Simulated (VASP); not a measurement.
## Rb: single point with BLYP

The system is Rb.

```
Rb
1.0
     4.90627    0.00000    0.00000
    -2.45314    4.24896    0.00000
     0.00000    0.00000    8.07780
Rb
2
Direct
  0.33333 0.66667 0.25000
  0.66667 0.33333 0.75000
```

This cell differs from its parent crystal: volume scaled by 0.88.

- Program: VASP 6.6.1
- Task: single point
- Functional: BLYP
- Potentials or basis: VASP PAW PBE potentials, release 64 (Rb_sv)
- Cutoff: 520 eV
- k mesh: 8 × 8 × 5
- Occupations: fermi-dirac, width 0.1 eV
- Spin: no spin polarisation
- Dipole correction: no
- Further INCAR settings: ALGO = Normal; EDIFF = 1e-06; NBANDS = 16

```json
{
 "Pressure": "0.4 GPa",
 "Band gap on the k mesh": "zero (band 9 reaches 1.40 eV, above the bottom of band 10 at -0.45 eV)"
}
```

Stress tensor (GPa, compression positive):
```
0.42 0.00 0.00
0.00 0.42 0.00
0.00 0.00 0.34
```

Levels at points of the mesh, in eV from the Fermi level:
```csv
k point,band 6,band 7,band 8,band 9,band 10,band 11,band 12,band 13
"(0.00, 0.00, 0.00)",-13.06,-13.06,-13.06,-2.07,0.03,0.82,3.39,3.39
"(0.50, 0.00, 0.00)",-13.10,-13.08,-13.07,0.01,0.43,1.31,1.51,2.13
```

It took 61 s on 1 thread of AMD EPYC 9R45 96-Core Processor (Zen 5), with other jobs on the host, peak memory 0.24 GiB.

Caveat: the PAW data sets were made with another functional, which shifts forces and pressure a little.
